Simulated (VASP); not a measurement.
# RbCl (Immm) in VASP: a series of runs, part 2 of 2

VASP 6.6.1.

## 3. Single point, LDA (strain +0.0075 x Voigt [0, 0, 0, 1, 0, 0])

Input file INCAR:

```
SYSTEM = RbCl
PREC = Accurate ; ENCUT = 500
EDIFF = 1E-6 ; ISMEAR = 0
SIGMA = 0.05 ; LREAL = .FALSE.
LASPH = .TRUE. ; NELM = 120
ALGO = Normal ; ISIF = 2
LWAVE = .FALSE. ; LCHARG = .TRUE.
LELF = .TRUE. ; LVHAR = .TRUE.
NBANDS = 15 ; GGA_COMPAT = .FALSE.
```

Input file KPOINTS:

```
regular mesh
0
G
  6 6 6
  0 0 0
```

Input file POSCAR:

```
RbCl
1.0
    0.0000000000      3.2862775000      3.2862775000
    3.2740000000      0.0122775000      3.2740000000
    3.2740000000      3.2740000000      0.0122775000
Rb Cl
1 1
Direct
    0.0000000000      0.0000000000      0.0000000000
    0.5000000000      0.5000000000      0.5000000000
```

Potentials or basis: VASP PAW LDA potentials, release 64 (Rb_sv, Cl).

The run is started by

```bash
> cat potpaw_LDA.64/Rb_sv/POTCAR potpaw_LDA.64/Cl/POTCAR > POTCAR
> mpirun -np 1 vasp_std > vasp.out
```

OUTCAR:

```text
SYSTEM = RbCl
   PREC = Accurate
   ENCUT = 500
   EDIFF = 1E-6
   ISMEAR = 0
   LREAL = .FALSE.
   LASPH = .TRUE.
   NELM = 120
   ISIF = 2

 ion  position               nearest neighbor table
   1  0.000  0.000  0.000-   2 3.27   2 3.27   2 3.27   2 3.27   2 3.27   2 3.27
   2  0.500  0.500  0.500-   1 3.27   1 3.27   1 3.27   1 3.27   1 3.27   1 3.27

  LATTYP: Found a body centered orthorhombic cell.
 ALAT       =     4.6127721962
 B/A-ratio  =     1.0075282309
 C/A-ratio  =     1.4195368255

  Lattice vectors:

 A1 = (  -3.2740000000,   3.2740000000,   0.0122775000)
 A2 = (  -3.2740000000,  -3.2740000000,  -0.0122775000)
 A3 = (   3.2740000000,   0.0122775000,   3.2740000000)

Analysis of symmetry for initial positions (statically):
=====================================================================
 Subroutine PRICEL returns:
 Original cell was already a primitive cell.

 Routine SETGRP: Setting up the symmetry group for a
 body centered orthorhombic supercell.

 Subroutine GETGRP returns: Found  8 space group operations
 (whereof  8 operations were pure point group operations)
 out of a pool of  8 trial point group operations.

The static configuration has the point symmetry D_2h.

Analysis of symmetry for dynamics (positions and initial velocities):
[... 181 lines left out ...]
     13       6.6865      0.00000
     14       6.6868      0.00000
[... 401 lines left out ...]
      2     -14.0449      2.00000
      3     -10.0289      2.00000
      4      -9.9881      2.00000
      5      -9.9612      2.00000
      6      -2.8629      2.00000
      7      -2.4339      2.00000
      8      -2.3850      2.00000
      9       5.1108      0.00000
     10       5.4652      0.00000
     11       7.5855      0.00000
     12       8.1169      0.00000
     13       8.1334      0.00000
     14       8.9492      0.00000
     15       9.6333      0.00000

 [... further k-points ...]

------------------------ aborting loop because EDIFF is reached ----------------------------------------

  FORCE on cell =-STRESS in cart. coord.  units (eV):
  Direction    XX          YY          ZZ          XY          YZ          ZX
  --------------------------------------------------------------------------------------
  -------------------------------------------------------------------------------------
  Total       -0.6107824     -0.6106692     -0.6106692      0.0000000     -0.0188892      0.0000000
  in kB      -13.9423885    -13.9398046    -13.9398046      0.0000000     -0.4311855      0.0000000
  external PRESSURE =     -13.9406659 kB  Pullay stress =       0.0000000 kB

 VOLUME and BASIS-vectors are now :
 -----------------------------------------------------------------------------
  energy-cutoff  :      500.00
  volume of cell :       70.19
      direct lattice vectors                 reciprocal lattice vectors
     0.000000000  3.286277500  3.286277500    -0.152718387  0.152147833  0.152147833
     3.274000000  0.012277500  3.274000000     0.152718387 -0.153293237  0.153293237
     3.274000000  3.274000000  0.012277500     0.152718387  0.153293237 -0.153293237

 POSITION                                       TOTAL-FORCE (eV/Angst)
 -----------------------------------------------------------------------------------
      0.00000      0.00000      0.00000        -0.000000     -0.000000      0.000000
      3.27400      3.28628      3.28628         0.000000      0.000000     -0.000000
 -----------------------------------------------------------------------------------
    total drift:                                0.000000      0.000000      0.000000

  FREE ENERGIE OF THE ION-ELECTRON SYSTEM (eV)
  ---------------------------------------------------
  free  energy   TOTEN  =        -7.2440892116 eV

  energy  without entropy=       -7.2440892116  energy(sigma->0) =       -7.24408921
```

OSZICAR:

```text
N       E                     dE             d eps       ncg     rms          rms(c)
DAV:   1     0.794670694688E+02    0.79467E+02   -0.68119E+03  1380   0.907E+02
DAV:   2    -0.225293839226E+01   -0.81720E+02   -0.74419E+02  1957   0.165E+02
DAV:   3    -0.746985691173E+01   -0.52169E+01   -0.51895E+01  1864   0.434E+01
DAV:   4    -0.760428832006E+01   -0.13443E+00   -0.13441E+00  2059   0.683E+00
DAV:   5    -0.760525651278E+01   -0.96819E-03   -0.96818E-03  1922   0.558E-01    0.323E+00
DAV:   6    -0.727915600300E+01    0.32610E+00   -0.43565E-01  1709   0.332E+00    0.245E+00
DAV:   7    -0.724503468922E+01    0.34121E-01   -0.74630E-02  1877   0.153E+00    0.137E+00
DAV:   8    -0.724382001044E+01    0.12147E-02   -0.97235E-03  1893   0.573E-01    0.154E-01
DAV:   9    -0.724399334634E+01   -0.17334E-03   -0.78988E-04  1808   0.143E-01    0.820E-02
DAV:  10    -0.724408527278E+01   -0.91926E-04   -0.10835E-04  1535   0.669E-02    0.693E-03
DAV:  11    -0.724408839321E+01   -0.31204E-05   -0.46497E-06  1737   0.145E-02    0.520E-03
DAV:  12    -0.724408921164E+01   -0.81844E-06   -0.19579E-06  1583   0.786E-03
   1 F= -.72440892E+01 E0= -.72440892E+01  d E =-.373189E-11
```

It took 92 s on 1 thread of AMD EPYC 7R13, shared host; peak memory 0.16 GiB.

What came out:

- Free energy: -7.2441 eV
- Pressure: -1.4 GPa
- Band gap on the k mesh: 4.60 eV

Levels at points of the mesh, in eV from the valence-band top:
```
           k point  band 6  band 7  band 8  band 9  band 10  band 11
(0.00, 0.00, 0.00)   -0.01   -0.01    0.00    4.60     7.68     7.71
(0.50, 0.00, 0.00)   -0.96   -0.38   -0.37    7.39     7.67     9.93
(0.00, 0.50, 0.00)   -0.96   -0.39   -0.38    7.39     7.69     9.95
(0.50, 0.50, 0.00)   -0.35   -0.11   -0.11    5.83     7.77     9.36
(0.00, 0.50, 0.50)   -0.35   -0.12   -0.10    5.83     7.77     9.36
```

Caveat: the cell differs from its parent crystal (strain +0.0075 x Voigt [0, 0, 0, 1, 0, 0]).

## 4. Single point, LDA (strain +0.0025 x Voigt [0, 0, 0, 1, 0, 0])

Input file INCAR:

```
PREC     = Accurate       # precision mode
ENCUT    = 500            # plane-wave cutoff, eV
EDIFF    = 1E-6           # SCF threshold, eV
ISMEAR   = 0              # smearing method
SIGMA    = 0.05           # smearing width, eV
LREAL    = F              # projectors in reciprocal space
LASPH    = T              # aspherical terms in the spheres
NELM     = 120            # most SCF steps
ALGO     = Normal         # electronic algorithm
ISIF     = 2              # what is computed and relaxed
LWAVE    = F              # write WAVECAR
LCHARG   = F              # write CHGCAR
NBANDS   = 15             # bands
GGA_COMPAT= F
```

Input file KPOINTS:

```
Automatic mesh
0
Gamma
  6 6 6
```

Input file POSCAR:

```
RbCl
1.0
    0.0000000000      3.2780925000      3.2780925000
    3.2740000000      0.0040925000      3.2740000000
    3.2740000000      3.2740000000      0.0040925000
Rb Cl
1 1
Direct
    0.0000000000      0.0000000000      0.0000000000
    0.5000000000      0.5000000000      0.5000000000
```

Potentials or basis: VASP PAW LDA potentials, release 64 (Rb_sv, Cl).

The run is started by

```bash
> cat potpaw_LDA.64/Rb_sv/POTCAR potpaw_LDA.64/Cl/POTCAR > POTCAR
> mpirun -np 1 vasp_std > vasp.out
```

OUTCAR:

```text
PREC = Accurate
   ENCUT = 500
   EDIFF = 1E-6
   ISMEAR = 0
   LREAL = F
   LASPH = T
   NELM = 120
   ISIF = 2

 ion  position               nearest neighbor table
   1  0.000  0.000  0.000-   2 3.27   2 3.27   2 3.27   2 3.27   2 3.27   2 3.27
   2  0.500  0.500  0.500-   1 3.27   1 3.27   1 3.27   1 3.27   1 3.27   1 3.27

  LATTYP: Found a body centered orthorhombic cell.
 ALAT       =     4.6243475342
 B/A-ratio  =     1.0025031289
 C/A-ratio  =     1.4159835418

[... 621 lines left out ...]

------------------------ aborting loop because EDIFF is reached ----------------------------------------

  FORCE on cell =-STRESS in cart. coord.  units (eV):
  Direction    XX          YY          ZZ          XY          YZ          ZX
  --------------------------------------------------------------------------------------
  -------------------------------------------------------------------------------------
  Total       -0.6107392     -0.6107247     -0.6107247      0.0000000     -0.0062701      0.0000000
  in kB      -13.9412285    -13.9408983    -13.9408983      0.0000000     -0.1431264      0.0000000
  external PRESSURE =     -13.9410084 kB  Pullay stress =       0.0000000 kB

 VOLUME and BASIS-vectors are now :
 -----------------------------------------------------------------------------
  energy-cutoff  :      500.00
  volume of cell :       70.19
      direct lattice vectors                 reciprocal lattice vectors
     0.000000000  3.278092500  3.278092500    -0.152718387  0.152527728  0.152527728
     3.274000000  0.004092500  3.274000000     0.152718387 -0.152909524  0.152909524
     3.274000000  3.274000000  0.004092500     0.152718387  0.152909524 -0.152909524

 POSITION                                       TOTAL-FORCE (eV/Angst)
 -----------------------------------------------------------------------------------
      0.00000      0.00000      0.00000        -0.000000     -0.000000      0.000000
      3.27400      3.27809      3.27809         0.000000      0.000000     -0.000000
 -----------------------------------------------------------------------------------
    total drift:                                0.000000      0.000000      0.000000

  FREE ENERGIE OF THE ION-ELECTRON SYSTEM (eV)
  ---------------------------------------------------
  free  energy   TOTEN  =        -7.2441384047 eV

  energy  without entropy=       -7.2441384047  energy(sigma->0) =       -7.24413840
```

Run time: 87 s. Hardware: 1 thread of AMD EPYC 7R13, shared host; peak memory 0.16 GiB.

What came out:

- Free energy: -7.2441 eV
- Pressure: -1.4 GPa
- Band gap on the k mesh: 4.60 eV

Caveat: the cell differs from its parent crystal (strain +0.0025 x Voigt [0, 0, 0, 1, 0, 0]).

## 5. The runs side by side

```csv
cell,gap on the mesh (eV),pressure (GPa)
"a = 4.659, b = 4.630, c = 4.630 Å, angles 59.6, 59.8, 59.8°, 2 atoms",4.59,-1.4
"a = 4.647, b = 4.630, c = 4.630 Å, angles 59.8, 59.9, 59.9°, 2 atoms",4.60,-1.4
"a = 4.636, b = 4.630, c = 4.630 Å, angles 59.9°, 2 atoms",4.60,-1.4
```

Alike in all rows: task single point; level LDA; potentials or basis VASP PAW LDA potentials, release 64 (Rb_sv, Cl); no spin polarisation; k mesh 6 × 6 × 6; cutoff (eV) 500; smearing gaussian 0.05 eV.

Absolute energies hang on the potentials; compare differences alone.
